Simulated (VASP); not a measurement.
# Al (Fm-3m) in VASP: single point with PBEsol

Aim: the single point of Al with PBEsol.

Program: VASP 6.6.1. These are calculated values, not measurements. Logs are shortened: lines on timing, memory, paths and dates and some standing lists are left out, and cuts for length are marked.

## (1) The cell of the first run

It takes space group Fm-3m (No. 225, cubic). Conventional cell: a = 4.014 Å, b = 4.014 Å, c = 4.014 Å, α = 90.00°, β = 90.00°, γ = 90.00°. Within 3.7 Å of Al (site symmetry m-3m) lie 12 Al at 2.84 Å.

## (2) Single point, PBEsol

The input, INCAR:

```
SYSTEM = Al
PREC = Accurate ; ENCUT = 520
EDIFF = 1E-6 ; ISMEAR = 0
SIGMA = 0.1 ; LREAL = .False.
LASPH = .True. ; NELM = 100
ALGO = Fast ; ISIF = 2
LWAVE = .False. ; LCHARG = .False.
GGA = PS ; NBANDS = 8
```

The input, KPOINTS:

```
regular mesh
0
Gamma
  34 34 34
  0 0 0
```

The input, POSCAR:

```
Al
1.0
    0.0000000000      2.0071312815      2.0071312815
    2.0071312815      0.0000000000      2.0071312815
    2.0071312815      2.0071312815      0.0000000000
Al
1
Direct
    0.0000000000      0.0000000000      0.0000000000
```

Potentials or basis: VASP PAW PBE potentials, release 64 (Al).

On the command line:

```bash
> cat potpaw_PBE.64/Al/POTCAR > POTCAR
> mpirun -np 1 vasp_std > vasp.out
```

OUTCAR:

```text
SYSTEM = Al
   PREC = Accurate
   ENCUT = 520
   EDIFF = 1E-6
   ISMEAR = 0
   LREAL = .False.
   LASPH = .True.
   NELM = 100
   ISIF = 2
   GGA = PS

 ion  position               nearest neighbor table
   1  0.000  0.000  0.000-

  LATTYP: Found a face centered cubic cell.
 ALAT       =     4.0142625630

  Lattice vectors:

 A1 = (   0.0000000000,   2.0071312815,   2.0071312815)
 A2 = (   2.0071312815,   0.0000000000,   2.0071312815)
 A3 = (   2.0071312815,   2.0071312815,   0.0000000000)

Analysis of symmetry for initial positions (statically):
=====================================================================
 Subroutine PRICEL returns:
 Original cell was already a primitive cell.

 Routine SETGRP: Setting up the symmetry group for a
 face centered cubic supercell.

 Subroutine GETGRP returns: Found 48 space group operations
 (whereof 48 operations were pure point group operations)
 out of a pool of 48 trial point group operations.

The static configuration has the point symmetry O_h .

Analysis of symmetry for dynamics (positions and initial velocities):
=====================================================================
 Subroutine PRICEL returns:
 Original cell was already a primitive cell.

 Routine SETGRP: Setting up the symmetry group for a
 face centered cubic supercell.

 Subroutine GETGRP returns: Found 48 space group operations
 (whereof 48 operations were pure point group operations)
 out of a pool of 48 trial point group operations.

The dynamic configuration has the point symmetry O_h .

 Subroutine INISYM returns: Found 48 space group operations
 (whereof 48 operations are pure point group operations),
 and found     1 'primitive' translations

----------------------------------------------------------------------------------------

                                     Primitive cell

  volume of cell :      16.1718

  direct lattice vectors                    reciprocal lattice vectors
     0.000000000  2.007131281  2.007131281    -0.249111757  0.249111757  0.249111757
     2.007131281  0.000000000  2.007131281     0.249111757 -0.249111757  0.249111757
     2.007131281  2.007131281  0.000000000     0.249111757  0.249111757 -0.249111757

  length of vectors
     2.838512280  2.838512280  2.838512280     0.431474220  0.431474220  0.431474220

  position of ions in fractional coordinates (direct lattice)
     0.000000000  0.000000000  0.000000000

  ion indices of the primitive-cell ions
   primitive index   ion index
                 1           1

----------------------------------------------------------------------------------------

 KPOINTS: regular mesh

Automatic generation of k-mesh.
 Grid dimensions read from file:
 generate k-points for:   34   34   34

 Generating k-lattice:

  Cartesian coordinates                     Fractional coordinates (reciprocal lattice)
    -0.007326816  0.007326816  0.007326816     0.029411765  0.000000000  0.000000000
     0.007326816 -0.007326816  0.007326816     0.000000000  0.029411765  0.000000000
     0.007326816  0.007326816 -0.007326816     0.000000000  0.000000000  0.029411765

  Length of vectors
     0.012690418  0.012690418  0.012690418

  Shift w.r.t. Gamma in fractional coordinates (k-lattice)
     0.000000000  0.000000000  0.000000000

 Subroutine IBZKPT returns following result:
 ===========================================

 Found   1059 irreducible k-points:

 Following reciprocal coordinates:
            Coordinates               Weight
  0.000000  0.000000  0.000000      1.000000
  0.029412  0.000000  0.000000      8.000000
  0.058824  0.000000  0.000000      8.000000
  0.088235  0.000000  0.000000      8.000000
  0.117647  0.000000  0.000000      8.000000
  0.147059  0.000000  0.000000      8.000000
[... 16 lines left out ...]
  0.147059  0.029412  0.000000     24.000000
  0.176471  0.029412  0.000000     24.000000
 [... further k-points ...]
   k-points           NKPTS =   1059   k-points in BZ     NKDIM =   1059   number of bands    NBANDS=      8
   number of dos      NEDOS =    301   number of ions     NIONS =      1
   total plane-waves  NPLWV =  13824
   dimension x,y,z NGX =    24 NGY =   24 NGZ =   24
   dimension x,y,z NGXF=    48 NGYF=   48 NGZF=   48
   ions per type =               1
   NGX,Y,Z   is equivalent  to a cutoff of  14.06, 14.06, 14.06 a.u.
   NGXF,Y,Z  is equivalent  to a cutoff of  28.11, 28.11, 28.11 a.u.
 SYSTEM =  Al
   PREC   = accura    normal or accurate (medium, high low for compatibility)
   ISTART =      0    job   : 0-new  1-cont  2-samecut
   ICHARG =      2    charge: 1-file 2-atom 10-const
   ISPIN  =      1    spin polarized calculation?
   LNONCOLLINEAR =      F non collinear calculations
   LSORBIT =      F    spin-orbit coupling
   LASPH  =      T    aspherical Exc in radial PAW
   ENCUT  =  520.0 eV  38.22 Ry    6.18 a.u.   5.28  5.28  5.28*2*pi/ulx,y,z
   NELM   =    100;   NELMIN=  2; NELMDL= -5     # of ELM steps
   EDIFF  = 0.1E-05   stopping-criterion for ELM
   LREAL  =      F    real-space projection
   EDIFFG = 0.1E-04   stopping-criterion for IOM
   NSW    =      0    number of steps for IOM
   IBRION =     -1    ionic relax: 0-MD 1-quasi-New 2-CG
   NFREE  =      0    steps in history (QN), initial steepest desc. (CG)
   ISIF   =      2    stress and relaxation
   ISYM   =      2    0-nonsym 1-usesym 2-fastsym
   POTIM  = 0.5000    time-step for ionic-motion
   TEBEG  =    0.0;   TEEND  =   0.0 temperature during run
   PSTRESS=    0.0 pullay stress
   NELECT =       3.0000    total number of electrons
   NUPDOWN=      -1.0000    fix difference up-down
   EMIN   =  10.00;   EMAX   =-10.00  energy-range for DOS
   EFERMI =   0.00;   METHOD = LEGACY
   ISMEAR =     0;   SIGMA  =   0.10  broadening in eV -4-tet -1-fermi 0-gaus
   EFERMI_NEDOS =   21; number of points for ismear=-14 and -15
   IALGO  =     68    algorithm
   IMIX   =      4    mixing-type and parameters
     AMIX     =   0.40;   BMIX     =  1.00
     AMIX_MAG =   1.60;   BMIX_MAG =  1.00
  volume/ion in A,a.u.               =      16.17       109.13
  Fermi-wavevector in a.u.,A,eV,Ry     =   0.933676  1.764392 11.860888  0.871751
  Thomas-Fermi vector in A             =   2.060402
   LORBIT       =      0    0 simple, 1 ext, 2 COOP (PROOUT), +10 PAW based schemes
   GGA     = PS    functional components
   LHFCALC =     F    Hartree Fock is set to
   AEXX    =    0.0000 exact exchange contribution
   IVDW    =     0    specifies the selected vdW correction
   LEPSILON=     F    determine dielectric tensor
   LRPA    =     F    only Hartree local field effects (RPA)
 non-spin polarized calculation
 RMM-DIIS sequential band-by-band and
 Gauss-broadening in eV      SIGMA  =   0.10
  energy-cutoff  :      520.00
  volume of cell :       16.17
 maximum number of plane-waves:       448
 NGX is ok and might be reduce to    24
   NGX = 11   NGY = 11   NGZ = 11

 number of electron       3.0000000 magnetization

 Free energy of the ion-electron system (eV)
  ---------------------------------------------------
  ext. energy  EPLUGINS =         0.00000000
  ---------------------------------------------------
  free energy    TOTEN  =        -4.09288122 eV

  energy without entropy =       -4.09068028  energy(sigma->0) =       -4.09178075

 E-fermi :   8.1769     XC(G=0): -10.3304

 val. band max:        8.1744842800   @ k =   0.3824   0.0882   0.0000
 cond. band min:       8.1790868850   @ k =  -0.3235   0.4412   0.1471
 fundamental gap:      0.0046026050
 Fermi energy:         8.1768614465

 k-point     1 :       0.0000    0.0000    0.0000
  band No.  band energies     occupation
      1      -3.1087      2.00000
      2      20.8668      0.00000
      3      20.8668      0.00000
      4      20.8668      0.00000
      5      22.5113      0.00000
      6      22.5113      0.00000
      7      22.5113      0.00000
      8      24.7915      0.00000

 k-point     2 :       0.0294    0.0000    0.0000
  band No.  band energies     occupation
      1      -3.0849      2.00000
      2      20.3034      0.00000
      3      20.7704      0.00000
      4      20.7704      0.00000
      5      22.6453      0.00000
      6      22.6453      0.00000
      7      22.8027      0.00000
      8      25.0464      0.00000

 k-point     3 :       0.0588    0.0000    0.0000
  band No.  band energies     occupation
      1      -3.0135      2.00000
      2      19.2395      0.00000
      3      20.5458      0.00000
      4      20.5458      0.00000
      5      22.9814      0.00000
      6      22.9814      0.00000
      7      23.0758      0.00000
      8      25.7874      0.00000

 k-point     4 :       0.0882    0.0000    0.0000
  band No.  band energies     occupation
      1      -2.8944      2.00000
      2      18.0629      0.00000
      3      20.2806      0.00000
      4      20.2806      0.00000
      5      23.1377      0.00000
      6      23.4263      0.00000
      7      23.4263      0.00000
      8      26.7225      0.00000

 k-point     5 :       0.1176    0.0000    0.0000
  band No.  band energies     occupation
      1      -2.7279      2.00000
      2      16.8603      0.00000
      3      20.0187      0.00000
      4      20.0187      0.00000
      5      23.0931      0.00000
      6      23.9166      0.00000
      7      23.9166      0.00000
      8      26.1071      0.00000
[... 177 lines left out ...]
 k-point    22 :       0.1176    0.0294    0.0000
  band No.  band energies     occupation
      1      -2.7676      2.00000
      2      17.2678      0.00000
      3      19.5515      0.00000
      4      20.3685      0.00000
      5      23.1288      0.00000
      6      23.4109      0.00000
      7      24.3200      0.00000
      8      25.5809      0.00000

 k-point    23 :       0.1471    0.0294    0.0000
  band No.  band energies     occupation
      1      -2.5696      2.00000
      2      16.0698      0.00000
      3      19.2863      0.00000
      4      20.1620      0.00000
      5      23.2824      0.00000
      6      23.6329      0.00000
      7      24.7931      0.00000
      8      25.0031      0.00000

 k-point    24 :       0.1765    0.0294    0.0000
  band No.  band energies     occupation
      1      -2.3245      2.00000
      2      14.8831      0.00000
      3      19.0553      0.00000
      4      19.9637      0.00000
      5      23.1934      0.00000
      6      23.7899      0.00000
      7      24.7909      0.00000
      8      24.9746      0.00000

 [... further k-points ...]

------------------------ aborting loop because EDIFF is reached ----------------------------------------

  FORCE on cell =-STRESS in cart. coord.  units (eV):
  Direction    XX          YY          ZZ          XY          YZ          ZX
  --------------------------------------------------------------------------------------
  -------------------------------------------------------------------------------------
  Total        0.0060821      0.0060821      0.0060821     -0.0000000     -0.0000000      0.0000000
  in kB        0.6025643      0.6025643      0.6025643     -0.0000000     -0.0000000      0.0000000
  external PRESSURE =       0.6025643 kB  Pullay stress =       0.0000000 kB

 VOLUME and BASIS-vectors are now :
 -----------------------------------------------------------------------------
  energy-cutoff  :      520.00
  volume of cell :       16.17
      direct lattice vectors                 reciprocal lattice vectors
     0.000000000  2.007131281  2.007131281    -0.249111757  0.249111757  0.249111757
     2.007131281  0.000000000  2.007131281     0.249111757 -0.249111757  0.249111757
     2.007131281  2.007131281  0.000000000     0.249111757  0.249111757 -0.249111757

 POSITION                                       TOTAL-FORCE (eV/Angst)
 -----------------------------------------------------------------------------------
      0.00000      0.00000      0.00000         0.000000     -0.000000     -0.000000
 -----------------------------------------------------------------------------------
    total drift:                               -0.000000      0.000000     -0.000000

  FREE ENERGIE OF THE ION-ELECTRON SYSTEM (eV)
  ---------------------------------------------------
  free  energy   TOTEN  =        -4.0928812249 eV

  energy  without entropy=       -4.0906802779  energy(sigma->0) =       -4.09178075
```

Run time: 2.7 min. Hardware: 1 thread of Intel Xeon 8259CL, shared host; peak memory 0.23 GiB.

Results:

```
Free energy            : -4.0929 eV
Pressure               : 0.1 GPa
Band gap on the k mesh : zero (an odd number of electrons rules out a gap without spin polarisation)
```

Caveat: the PAW data sets were made with another functional, which shifts forces and pressure a little.
